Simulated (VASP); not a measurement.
Runs of VASP 6.6.1 on TlCl. The structure is that of space group Pm-3m (No. 221), or close to it. The cells are those of the table. 

| cell | k mesh | smearing | gap on the mesh (eV) | pressure (GPa) |
| --- | --- | --- | --- | --- |
| a = 3.670 Å, 2 atoms | 8 × 8 × 8 | gaussian 0.02 eV | 1.49 | 0.8 |
| a = 3.697 Å, 2 atoms | 6 × 6 × 6 | gaussian 0.05 eV | 1.55 | -0.1 |
| a = 3.716 Å, 2 atoms | 8 × 8 × 8 | gaussian 0.02 eV | 1.60 | -0.6 |
| a = 3.674 Å, 2 atoms | 6 × 6 × 6 | gaussian 0.05 eV | (b) | 0.7 |
| a = 3.958 Å, 2 atoms | 4 × 4 × 4 | gaussian 0.05 eV | (a) | (c) |

Alike in all rows: task single point; level LDA; potentials or basis VASP PAW LDA potentials, release 64 (Tl_d, Cl); no spin polarisation; cutoff (eV) 500.

Question: Estimate the missing entries.

Answer: (a) 2.05; (b) 1.50; (c) -4.5.

Caveats: spin-orbit coupling is left out, which moves the levels of the heavy elements; the cell stands under tension (at least some runs).

A k mesh can miss the band edges, and the runs leave out spin-orbit coupling on Tl.
